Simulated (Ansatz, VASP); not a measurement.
**One calculation of Ir, two programs**

```xyz
2
Lattice="2.7514 0.0000 0.0000 -1.3757 2.3828 0.0000 0.0000 0.0000 4.4623" Properties=species:S:1:pos:R:3 pbc="T T T"
Ir    1.3757    0.7943    3.3467
Ir    0.0000    1.5885    1.1156
```

Alike in both runs: task single point; functional r2SCAN; k mesh 24 × 24 × 12; occupations gaussian, width 0.15 eV; no spin polarisation.

|  | VASP | Ansatz |
| --- | --- | --- |
| version | VASP 6.6.1 | Ansatz 0.2.0 |
| potentials or method | VASP PAW PBE potentials, release 64 (Ir), cutoff 520 eV | scalar-relativistic, plane waves, PAW |
| valence electrons in the cell | 18 | 34 |

Ansatz gave:

| Property | Result |
| --- | --- |
| gap on the k mesh at the Fermi level (eV) | none |
| pressure (GPa) | -8.8 |
| traceless stress, the component that is largest in VASP (GPa) | -0.04 |

**Question.** Which values does VASP return?

**Answer.** gap on the k mesh at the Fermi level (eV): none; pressure (GPa): -6.6; traceless stress, the component that is largest in VASP (GPa): 0.06.

VASP's potentials were made for PBE, not for r2SCAN. A gap of «none» marks a metal or a gap that the smearing closes. VASP's potentials hold 18 valence electrons a cell and Ansatz's 34, so a difference there can come from the potentials and not from the codes.

Spin-orbit coupling is off throughout.
